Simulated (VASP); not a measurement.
Set up this calculation in VASP 6.6.1, as the native input.

| Item | Value |
| --- | --- |
| Task | single point |
| Functional | PBE |
| Potentials or basis | VASP PAW PBE potentials, release 64 (Sr_sv, Y_sv, O, Si) |
| Cutoff | 520 eV |
| k mesh | 7 × 7 × 7 |
| Occupations | methfessel-paxton, width 0.2665 eV |
| Spin | no spin polarisation |
| Dipole correction | no |
| Further INCAR settings | ALGO = Normal; EDIFF = 1e-06; NBANDS = 46 |

The structure of Sr2YSiO6 lies in POSCAR:

```
Sr2YSiO6
1.0
    0.0000000000      4.0702470000      4.0702470000
    4.0702470000      0.0000000000      4.0702470000
    4.0702470000      4.0702470000      0.0000000000
Sr Y O Si
2 1 6 1
Direct
    0.2500000000      0.2500000000      0.2500000000
    0.7500000000      0.7500000000      0.7500000000
    0.5000000000      0.5000000000      0.5000000000
    0.7758763980      0.2241236020      0.2241236020
    0.2241236020      0.7758763980      0.2241236020
    0.2241236020      0.7758763980      0.7758763980
    0.7758763980      0.2241236020      0.7758763980
    0.2241236020      0.2241236020      0.7758763980
    0.7758763980      0.7758763980      0.2241236020
    0.0000000000      0.0000000000      0.0000000000
```

The input as run:

INCAR

```
  PREC = Accurate
  ENCUT = 520
  EDIFF = 1E-6
  ISMEAR = 1
  SIGMA = 0.2665
  LREAL = False
  LASPH = True
  NELM = 80
  ALGO = Normal
  ISIF = 2
  LWAVE = False
  LCHARG = True
  GGA = PE
  LELF = True
  LVHAR = True
  NBANDS = 46
```

KPOINTS

```
Automatic mesh
0
Gamma
  7 7 7
```

Potentials or basis: VASP PAW PBE potentials, release 64 (Sr_sv, Y_sv, O, Si).

Command:

```sh
$ cat potpaw_PBE.64/Sr_sv/POTCAR potpaw_PBE.64/Y_sv/POTCAR potpaw_PBE.64/O/POTCAR potpaw_PBE.64/Si/POTCAR > POTCAR
$ mpirun -np 1 vasp_std > vasp.out
```

It gave:

* Pressure: -5.8 GPa
* Largest force: 0.023 eV/Å

Caveat: an odd number of electrons without spin polarisation forces a metal; a magnetic or distorted state may lie lower.

It took 4.9 min on 1 thread of AMD EPYC 7R13 Processor (Zen 3), with other jobs on the host, peak memory 0.38 GiB.
